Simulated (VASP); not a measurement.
Here is a VASP 6.6.1 calculation.

The input POSCAR:

```
ZnS
1.0
    3.6414140671      0.0000000000      0.0000000000
   -1.8207070336      3.2955973328      0.0000000000
    0.0000000000      0.0000000000      6.2440175211
Zn S
2 2
Direct
    0.3335638246      0.6671276493      0.0076833854
    0.6664361754      0.3328723507      0.5076833854
    0.3392719535      0.6785439071      0.3773166146
    0.6607280465      0.3214560929      0.8773166146
```

Contents of INCAR.step1:

```
SYSTEM = ZnS
  ALGO = Normal
  EDIFF = 1E-4
  ENCUT = 520
  GGA = PE
  ISMEAR = 0
  LASPH = .TRUE.
  LCHARG = .FALSE.
  LREAL = .FALSE.
  LWAVE = .TRUE.
  NBANDS = 26
  NELM = 80
  PREC = Accurate
  SIGMA = 0.01
```

INCAR.step2

```
SYSTEM = ZnS
  ALGO = Normal
  EDIFF = 1E-7
  ENCUT = 520
  ISIF = 2
  ISMEAR = 0
  ISTART = 1
  LASPH = .TRUE.
  LCHARG = .FALSE.
  LMIXTAU = .TRUE.
  LREAL = .FALSE.
  LWAVE = .FALSE.
  METAGGA = R2SCAN
  NBANDS = 26
  NELM = 80
  PREC = Accurate
  SIGMA = 0.01
```

Contents of KPOINTS:

```
k-points
0
G
  12 12 4
  0 0 0
```

Potentials or basis: VASP PAW PBE potentials, release 64 (Zn, S).

The run is started by

```sh
$ cat potpaw_PBE.64/Zn/POTCAR potpaw_PBE.64/S/POTCAR > POTCAR
$ cp INCAR.step1 INCAR
$ mpirun -np 1 vasp_std > vasp.out
$ cp INCAR.step2 INCAR
$ mpirun -np 1 vasp_std > vasp.out
```

(1) Estimate the largest force.

(2) What does it give for the pressure?

(3) Predict the band gap on the k mesh.

Results:

(1) 0.027 eV/Å.

(2) 3.8 GPa.

(3) 2.79 eV.

Caveat: the cell differs from its parent crystal (uniaxial x strain -4.3%); the cell stands under pressure; the PAW data sets were made with another functional, which shifts forces and pressure a little.
